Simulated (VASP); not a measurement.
# SiO2 (P6_422) in VASP: a series of runs

Runs on SiO2. Level: LDA. Tasks: single point.

All numbers are computed with VASP 6.6.1; they aren't measurements. Logs are shortened: lines on timing, memory, paths and dates and some standing lists are left out, and cuts for length are marked.

## 1. The cell of the first run

Symmetry: P6_422, No. 181, hexagonal system. Conventional cell: a = 5.265 Å, b = 5.265 Å, c = 5.525 Å, α = 90.00°, β = 90.00°, γ = 120.00°. Within 2.2 Å of Si (site symmetry 222) lie 4 O at 1.65 Å. O (site symmetry 2) has 2 Si at 1.65 Å within 2.2 Å.

## 2. Single point, LDA (strain +0.0450 x Voigt [1, 1, 0, 0, 0, 0])

Contents of INCAR:

```
PREC     = Accurate       # precision mode
ENCUT    = 520            # plane-wave cutoff, eV
EDIFF    = 1E-7           # SCF threshold, eV
ISMEAR   = 0              # smearing method
SIGMA    = 0.05           # smearing width, eV
LREAL    = F              # projectors in reciprocal space
LASPH    = T              # aspherical terms in the spheres
NELM     = 60             # most SCF steps
ALGO     = Normal         # electronic algorithm
ISIF     = 2              # what is computed and relaxed
LWAVE    = F              # write WAVECAR
LCHARG   = F              # write CHGCAR
NBANDS   = 34             # bands
```

Contents of KPOINTS:

```
regular mesh
0
Gamma
  6 6 4
```

Contents of POSCAR:

```
SiO2
1.0
    5.2654398254      0.0000000000      0.0000000000
   -2.6327199127      4.5600046509      0.0000000000
    0.0000000000      0.0000000000      5.5248549769
Si O
3 6
Direct
    0.0000000000      0.5000000000      0.3333333333
    0.5000000000      0.5000000000      0.6666666667
    0.5000000000      0.0000000000      0.0000000000
    0.5843949018      0.7921974509      0.8333333333
    0.7921974509      0.5843949018      0.5000000000
    0.7921974509      0.2078025491      0.1666666667
    0.4156050982      0.2078025491      0.8333333333
    0.2078025491      0.4156050982      0.5000000000
    0.2078025491      0.7921974509      0.1666666667
```

Potentials or basis: VASP PAW LDA potentials, release 64 (Si, O).

The run is started by

```console
$ cat potpaw_LDA.64/Si/POTCAR potpaw_LDA.64/O/POTCAR > POTCAR
$ mpirun -np 1 vasp_std > vasp.out
```

OUTCAR:

```text
PREC = Accurate
   ENCUT = 520
   EDIFF = 1E-7
   ISMEAR = 0
   LREAL = F
   LASPH = T
   NELM = 60
   ISIF = 2

 ion  position               nearest neighbor table
   1  0.000  0.500  0.333-   6 1.65   9 1.65   8 1.65   5 1.65
   2  0.500  0.500  0.667-   4 1.65   7 1.65   5 1.65   8 1.65
   3  0.500  0.000  0.000-   6 1.65   9 1.65   7 1.65   4 1.65
   4  0.584  0.792  0.833-   2 1.65   3 1.65
   5  0.792  0.584  0.500-   2 1.65   1 1.65
   6  0.792  0.208  0.167-   1 1.65   3 1.65
   7  0.416  0.208  0.833-   2 1.65   3 1.65
   8  0.208  0.416  0.500-   2 1.65   1 1.65
   9  0.208  0.792  0.167-   1 1.65   3 1.65

  LATTYP: Found a hexagonal cell.
 ALAT       =     5.2654398254
 C/A-ratio  =     1.0492675180

  Lattice vectors:

 A1 = (   5.2654398254,   0.0000000000,   0.0000000000)
 A2 = (  -2.6327199127,   4.5600046509,   0.0000000000)
 A3 = (   0.0000000000,   0.0000000000,   5.5248549769)

Analysis of symmetry for initial positions (statically):
=====================================================================
 Subroutine PRICEL returns:
 Original cell was already a primitive cell.

 Routine SETGRP: Setting up the symmetry group for a
 hexagonal supercell.

 Subroutine GETGRP returns: Found 12 space group operations
 (whereof  4 operations were pure point group operations)
 out of a pool of 24 trial point group operations.

The static configuration has the point symmetry D_2 .
 The point group associated with its full space group is D_6 .

Analysis of symmetry for dynamics (positions and initial velocities):
=====================================================================
 Subroutine PRICEL returns:
 Original cell was already a primitive cell.

 Routine SETGRP: Setting up the symmetry group for a
 hexagonal supercell.

 Subroutine GETGRP returns: Found 12 space group operations
 (whereof  4 operations were pure point group operations)
 out of a pool of 24 trial point group operations.

The dynamic configuration has the point symmetry D_2 .
 The point group associated with its full space group is D_6 .

 Subroutine INISYM returns: Found 12 space group operations
 (whereof  4 operations are pure point group operations),
 and found     1 'primitive' translations

----------------------------------------------------------------------------------------

                                     Primitive cell

  volume of cell :     132.6541

  direct lattice vectors                    reciprocal lattice vectors
     5.265439825  0.000000000  0.000000000     0.189917658  0.109649011  0.000000000
    -2.632719913  4.560004651  0.000000000     0.000000000  0.219298022  0.000000000
     0.000000000  0.000000000  5.524854977     0.000000000  0.000000000  0.181000226

  length of vectors
     5.265439825  5.265439825  5.524854977     0.219298022  0.219298022  0.181000226

  position of ions in fractional coordinates (direct lattice)
     1.000000000  0.500000000  0.333333333
     0.500000000  0.500000000  0.666666667
     0.500000000  0.000000000  0.000000000
     0.584394902  0.792197451  0.833333333
     0.792197451  0.584394902  0.500000000
     0.792197451  0.207802549  0.166666667
     0.415605098  0.207802549  0.833333333
     0.207802549  0.415605098  0.500000000
     0.207802549  0.792197451  0.166666667

  ion indices of the primitive-cell ions
   primitive index   ion index
                 1           1
                 2           2
                 3           3
                 4           4
                 5           5
                 6           6
                 7           7
                 8           8
                 9           9

----------------------------------------------------------------------------------------

 KPOINTS: regular mesh

Automatic generation of k-mesh.
 Grid dimensions read from file:
 generate k-points for:    6    6    4

 Generating k-lattice:

  Cartesian coordinates                     Fractional coordinates (reciprocal lattice)
     0.031652943  0.018274835  0.000000000     0.166666667 -0.000000000  0.000000000
     0.000000000  0.036549670  0.000000000     0.000000000  0.166666667  0.000000000
     0.000000000  0.000000000  0.045250057     0.000000000  0.000000000  0.250000000

  Length of vectors
     0.036549670  0.036549670  0.045250057

  Shift w.r.t. Gamma in fractional coordinates (k-lattice)
     0.000000000  0.000000000  0.000000000

 Subroutine IBZKPT returns following result:
 ===========================================

 Found     21 irreducible k-points:

 Following reciprocal coordinates:
            Coordinates               Weight
  0.000000  0.000000  0.000000      1.000000
  0.166667 -0.000000  0.000000      6.000000
  0.333333  0.000000  0.000000      6.000000
  0.500000  0.000000  0.000000      3.000000
  0.166667  0.166667  0.000000      6.000000
  0.333333  0.166667  0.000000     12.000000
[... 13 lines left out ...]
  0.333333  0.166667  0.500000     12.000000
  0.333333  0.333333  0.500000      2.000000
   k-points           NKPTS =     21   k-points in BZ     NKDIM =     21   number of bands    NBANDS=     34
   number of dos      NEDOS =    301   number of ions     NIONS =      9
   total plane-waves  NPLWV =  67200
   dimension x,y,z NGX =    40 NGY =   40 NGZ =   42
   dimension x,y,z NGXF=    80 NGYF=   80 NGZF=   84
   ions per type =               3   6
   NGX,Y,Z   is equivalent  to a cutoff of  12.63, 12.63, 12.64 a.u.
   NGXF,Y,Z  is equivalent  to a cutoff of  25.26, 25.26, 25.28 a.u.
 SYSTEM =  unknown system
   PREC   = accura    normal or accurate (medium, high low for compatibility)
   ISTART =      0    job   : 0-new  1-cont  2-samecut
   ICHARG =      2    charge: 1-file 2-atom 10-const
   ISPIN  =      1    spin polarized calculation?
   LNONCOLLINEAR =      F non collinear calculations
   LSORBIT =      F    spin-orbit coupling
   LASPH  =      T    aspherical Exc in radial PAW
   ENCUT  =  520.0 eV  38.22 Ry    6.18 a.u.   9.79  9.79 10.27*2*pi/ulx,y,z
   NELM   =     60;   NELMIN=  2; NELMDL= -5     # of ELM steps
   EDIFF  = 0.1E-06   stopping-criterion for ELM
   LREAL  =      F    real-space projection
   EDIFFG = 0.1E-05   stopping-criterion for IOM
   NSW    =      0    number of steps for IOM
   IBRION =     -1    ionic relax: 0-MD 1-quasi-New 2-CG
   NFREE  =      0    steps in history (QN), initial steepest desc. (CG)
   ISIF   =      2    stress and relaxation
   ISYM   =      2    0-nonsym 1-usesym 2-fastsym
   POTIM  = 0.5000    time-step for ionic-motion
   TEBEG  =    0.0;   TEEND  =   0.0 temperature during run
   PSTRESS=    0.0 pullay stress
   NELECT =      48.0000    total number of electrons
   NUPDOWN=      -1.0000    fix difference up-down
   EMIN   =  10.00;   EMAX   =-10.00  energy-range for DOS
   EFERMI =   0.00;   METHOD = LEGACY
   ISMEAR =     0;   SIGMA  =   0.05  broadening in eV -4-tet -1-fermi 0-gaus
   EFERMI_NEDOS =   21; number of points for ismear=-14 and -15
   IALGO  =     38    algorithm
   IMIX   =      4    mixing-type and parameters
     AMIX     =   0.40;   BMIX     =  1.00
     AMIX_MAG =   1.60;   BMIX_MAG =  1.00
  volume/ion in A,a.u.               =      14.74        99.47
  Fermi-wavevector in a.u.,A,eV,Ry     =   1.166581  2.204519 18.516327  1.360912
  Thomas-Fermi vector in A             =   2.303092
   LORBIT       =      0    0 simple, 1 ext, 2 COOP (PROOUT), +10 PAW based schemes
   GGA     = CA    functional components
   LHFCALC =     F    Hartree Fock is set to
   AEXX    =    0.0000 exact exchange contribution
   IVDW    =     0    specifies the selected vdW correction
   LEPSILON=     F    determine dielectric tensor
   LRPA    =     F    only Hartree local field effects (RPA)
 non-spin polarized calculation
 Gauss-broadening in eV      SIGMA  =   0.05
  energy-cutoff  :      520.00
  volume of cell :      132.65
 maximum number of plane-waves:      3596
 NGX is ok and might be reduce to    40
   NGX = 19   NGY = 19   NGZ = 21

 number of electron      48.0000012 magnetization

 Free energy of the ion-electron system (eV)
  ---------------------------------------------------
  ext. energy  EPLUGINS =         0.00000000
  ---------------------------------------------------
  free energy    TOTEN  =       -77.29714508 eV

  energy without entropy =      -77.29714508  energy(sigma->0) =      -77.29714508

 E-fermi :  -0.0021     XC(G=0):  -9.0012

 val. band max:       -0.2609701085   @ k =   0.5000   0.0000   0.0000
 cond. band min:       4.6888633402   @ k =   0.0000   0.0000   0.0000
 fundamental gap:      4.9498334488
 Fermi energy:        -0.0021365732

 k-point     1 :       0.0000    0.0000    0.0000
  band No.  band energies     occupation
      1     -19.0295      2.00000
      2     -17.6166      2.00000
      3     -17.6166      2.00000
      4     -17.1315      2.00000
      5     -17.0999      2.00000
      6     -17.0999      2.00000
[... 26 lines left out ...]
     33      11.3671      0.00000
     34      11.4606      0.00000

 k-point     2 :       0.1667   -0.0000    0.0000
  band No.  band energies     occupation
      1     -18.9615      2.00000
      2     -17.7360      2.00000
      3     -17.6251      2.00000
      4     -17.1178      2.00000
      5     -17.0927      2.00000
      6     -17.0897      2.00000
[... 26 lines left out ...]
     33      11.2750      0.00000
     34      11.9534      0.00000
[... 664 lines left out ...]
     33      10.0691      0.00000
     34      10.5432      0.00000

 k-point    21 :       0.3333    0.3333    0.5000
  band No.  band energies     occupation
      1     -18.5740      2.00000
      2     -17.9573      2.00000
      3     -17.9573      2.00000
      4     -17.1126      2.00000
      5     -17.0710      2.00000
      6     -17.0710      2.00000
[... 26 lines left out ...]
     33      10.4475      0.00000
     34      10.5002      0.00000

------------------------ aborting loop because EDIFF is reached ----------------------------------------

  FORCE on cell =-STRESS in cart. coord.  units (eV):
  Direction    XX          YY          ZZ          XY          YZ          ZX
  --------------------------------------------------------------------------------------
  -------------------------------------------------------------------------------------
  Total      -12.1401843    -12.1401843     -9.3287004     -0.0000000      0.0000000      0.0000000
  in kB     -146.6273680   -146.6273680   -112.6706778     -0.0000000      0.0000000      0.0000000
  external PRESSURE =    -135.3084713 kB  Pullay stress =       0.0000000 kB

 VOLUME and BASIS-vectors are now :
 -----------------------------------------------------------------------------
  energy-cutoff  :      520.00
  volume of cell :      132.65
      direct lattice vectors                 reciprocal lattice vectors
     5.265439825  0.000000000  0.000000000     0.189917658  0.109649011  0.000000000
    -2.632719913  4.560004651  0.000000000     0.000000000  0.219298022  0.000000000
     0.000000000  0.000000000  5.524854977     0.000000000  0.000000000  0.181000226

 POSITION                                       TOTAL-FORCE (eV/Angst)
 -----------------------------------------------------------------------------------
     -1.31636      2.28000      1.84162        -0.000000      0.000000      0.000000
      1.31636      2.28000      3.68324        -0.000000      0.000000     -0.000000
      2.63272      0.00000      0.00000        -0.000000      0.000000     -0.000000
      0.99146      3.61242      4.60405        -0.567183     -0.327464     -0.000000
      2.63272      2.66484      2.76243        -0.000000     -0.654927      0.000000
      3.62418      0.94758      0.92081        -0.567183      0.327464      0.000000
      1.64126      0.94758      4.60405         0.567183      0.327464      0.000000
      0.00000      1.89516      2.76243         0.000000      0.654927     -0.000000
     -0.99146      3.61242      0.92081         0.567183     -0.327464      0.000000
 -----------------------------------------------------------------------------------
    total drift:                               -0.000000      0.000000     -0.000001

  FREE ENERGIE OF THE ION-ELECTRON SYSTEM (eV)
  ---------------------------------------------------
  free  energy   TOTEN  =       -77.2971450822 eV

  energy  without entropy=      -77.2971450822  energy(sigma->0) =      -77.29714508
```

Wall time 1.8 min (1 thread of Intel Xeon Platinum 8375C at 2.90GHz (Ice Lake), shared host); peak memory 0.23 GiB.

What came out:

```yaml
Free_energy: -77.2971 eV
Pressure: -13.5 GPa
Largest_force: 0.655 eV/Å
Band_gap_on_the_k_mesh: 4.95 eV, indirect (least direct gap 5.22 eV)
```

Forces on the atoms (eV/Å):
```
Si   0.000  0.000  0.000
Si   0.000  0.000  0.000
Si   0.000  0.000  0.000
O   -0.567 -0.327  0.000
O    0.000 -0.655  0.000
O   -0.567  0.327  0.000
O    0.567  0.327  0.000
O    0.000  0.655  0.000
O    0.567 -0.327  0.000
```

Levels at points of the mesh, in eV from the valence-band top:
```
           k point  band 20  band 21  band 22  band 23  band 24  band 25  band 26  band 27  band 28  band 29
(0.00, 0.00, 0.00)    -0.88    -0.88    -0.43    -0.43    -0.27     4.95     8.25     8.25     8.52     8.52
(0.50, 0.00, 0.00)    -1.10    -1.05    -0.88    -0.29     0.00     6.90     7.72     8.77     8.87     8.95
(0.00, 0.00, 0.50)    -1.63    -1.16    -0.22    -0.04    -0.04     6.79     6.79     7.97     9.25     9.25
(0.50, 0.00, 0.50)    -1.15    -0.85    -0.65    -0.60    -0.37     7.36     8.19     8.72     8.80     9.13
```

Caveat: the cell differs from its parent crystal (strain +0.0450 x Voigt [1, 1, 0, 0, 0, 0]).

## 3. Single point, LDA (strain +0.0525 x Voigt [1, 1, 0, 0, 0, 0])

Contents of INCAR:

```
SYSTEM = SiO2
PREC = Accurate
ENCUT = 520
EDIFF = 1E-6
ISMEAR = 0
SIGMA = 0.05
LREAL = .FALSE.
LASPH = .TRUE.
NELM = 80
ALGO = Normal
ISIF = 2
LWAVE = .FALSE.
LCHARG = .FALSE.
GGA = CA
NBANDS = 34
```

Contents of KPOINTS:

```
regular mesh
0
G
  6 6 4
  0 0 0
```

Edit POSCAR of step 2 so:

```diff
@@ -2,4 +2,4 @@
 1.0
-    5.2654398254      0.0000000000      0.0000000000
-   -2.6327199127      4.5600046509      0.0000000000
+    5.3032300633      0.0000000000      0.0000000000
+   -2.6516150316      4.5927319570      0.0000000000
     0.0000000000      0.0000000000      5.5248549769
```

Potentials or basis: VASP PAW LDA potentials, release 64 (Si, O).

The run is started by

```console
$ cat potpaw_LDA.64/Si/POTCAR potpaw_LDA.64/O/POTCAR > POTCAR
$ mpirun -np 1 vasp_std > vasp.out
```

Wall time 2 min (1 thread of Intel Xeon Platinum 8375C at 2.90GHz (Ice Lake), shared host); peak memory 0.23 GiB.

It converged, with:

```
Free energy            : -77.1121 eV
Pressure               : -15.4 GPa
Largest force          : 0.745 eV/Å
Band gap on the k mesh : 4.84 eV, indirect (least direct gap 5.11 eV)
```

Forces in eV/Å, atoms in the order of the input:
```
Si   0.000  0.000  0.000
Si   0.000  0.000  0.000
Si   0.000  0.000  0.000
O   -0.645 -0.372  0.000
O    0.000 -0.745  0.000
O   -0.645  0.372  0.000
O    0.645  0.372  0.000
O    0.000  0.745  0.000
O    0.645 -0.372  0.000
```

Stress tensor (GPa, compression positive):
```
-16.72   0.00   0.00
  0.00 -16.72   0.00
  0.00   0.00 -12.72
```

Levels at points of the mesh, in eV from the valence-band top:
| k point | band 21 | band 22 | band 23 | band 24 | band 25 | band 26 | band 27 | band 28 |
| --- | --- | --- | --- | --- | --- | --- | --- | --- |
| (0.00, 0.00, 0.00) | -0.86 | -0.42 | -0.42 | -0.28 | 4.84 | 8.16 | 8.16 | 8.43 |
| (0.50, 0.00, 0.00) | -1.02 | -0.86 | -0.28 | 0.00 | 6.77 | 7.59 | 8.66 | 8.76 |
| (0.00, 0.00, 0.50) | -1.16 | -0.21 | -0.04 | -0.04 | 6.67 | 6.67 | 7.91 | 9.18 |
| (0.50, 0.00, 0.50) | -0.83 | -0.64 | -0.59 | -0.37 | 7.15 | 8.04 | 8.67 | 8.72 |

Caveat: the cell differs from its parent crystal (strain +0.0525 x Voigt [1, 1, 0, 0, 0, 0]). A k mesh can miss the band edges.

## 4. Single point, LDA (strain +0.0600 x Voigt [1, 1, 0, 0, 0, 0])

Contents of INCAR:

```
SYSTEM = SiO2
PREC = Accurate ; ENCUT = 520
EDIFF = 1E-7 ; ISMEAR = 0
SIGMA = 0.05 ; LREAL = .False.
LASPH = .True. ; NELM = 80
ALGO = Normal ; ISIF = 2
LWAVE = .False. ; LCHARG = .False.
GGA = CA ; NBANDS = 34
```

Contents of KPOINTS:

```
regular mesh
0
Gamma
  6 6 4
  0 0 0
```

Edit POSCAR of step 3 so:

```diff
@@ -2,4 +2,4 @@
 1.0
-    5.3032300633      0.0000000000      0.0000000000
-   -2.6516150316      4.5927319570      0.0000000000
+    5.3410203013      0.0000000000      0.0000000000
+   -2.6705101506      4.6254592631      0.0000000000
     0.0000000000      0.0000000000      5.5248549769
```

The run is started by

```console
$ cat potpaw_LDA.64/Si/POTCAR potpaw_LDA.64/O/POTCAR > POTCAR
$ mpirun -np 1 vasp_std > vasp.out
```

Wall time 1.8 min (1 thread of Intel Xeon Platinum 8375C at 2.90GHz (Ice Lake), shared host); peak memory 0.23 GiB.

It converged, with:

```yaml
Free_energy: -76.9018 eV
Pressure: -17.1 GPa
Largest_force: 0.829 eV/Å
Band_gap_on_the_k_mesh: 4.71 eV, indirect (least direct gap 5.00 eV)
```

Forces in eV/Å, atoms in the order of the input:
```
Si   0.000  0.000  0.000
Si   0.000  0.000  0.000
Si   0.000  0.000  0.000
O   -0.718 -0.414  0.000
O    0.000 -0.829  0.000
O   -0.718  0.414  0.000
O    0.718  0.414  0.000
O    0.000  0.829  0.000
O    0.718 -0.414  0.000
```

Stress tensor (GPa, compression positive):
```
-18.62   0.00   0.00
  0.00 -18.62   0.00
  0.00   0.00 -14.02
```

Levels at points of the mesh, in eV from the valence-band top:
| k point | band 22 | band 23 | band 24 | band 25 | band 26 | band 27 |
| --- | --- | --- | --- | --- | --- | --- |
| (0.00, 0.00, 0.00) | -0.41 | -0.41 | -0.29 | 4.71 | 8.06 | 8.06 |
| (0.50, 0.00, 0.00) | -0.84 | -0.27 | 0.00 | 6.64 | 7.46 | 8.55 |
| (0.00, 0.00, 0.50) | -0.20 | -0.05 | -0.05 | 6.55 | 6.55 | 7.84 |
| (0.50, 0.00, 0.50) | -0.63 | -0.57 | -0.37 | 6.94 | 7.88 | 8.61 |

Caveat: the cell differs from its parent crystal (strain +0.0600 x Voigt [1, 1, 0, 0, 0, 0]). A k mesh can miss the band edges.

## 5. The runs side by side

| cell | gap on the mesh (eV) | pressure (GPa) | largest force (eV/Å) |
| --- | --- | --- | --- |
| a = 5.265, b = 5.265, c = 5.525 Å, angles 90.0, 90.0, 120.0°, 9 atoms | 4.95 | -13.5 | 0.65 |
| a = 5.303, b = 5.303, c = 5.525 Å, angles 90.0, 90.0, 120.0°, 9 atoms | 4.84 | -15.4 | 0.74 |
| a = 5.341, b = 5.341, c = 5.525 Å, angles 90.0, 90.0, 120.0°, 9 atoms | 4.71 | -17.1 | 0.83 |

Alike in all rows: task single point; level LDA; potentials or basis VASP PAW LDA potentials, release 64 (Si, O); no spin polarisation; k mesh 6 × 6 × 4; cutoff (eV) 520; smearing gaussian 0.05 eV.

Absolute energies hang on the potentials; compare differences alone.
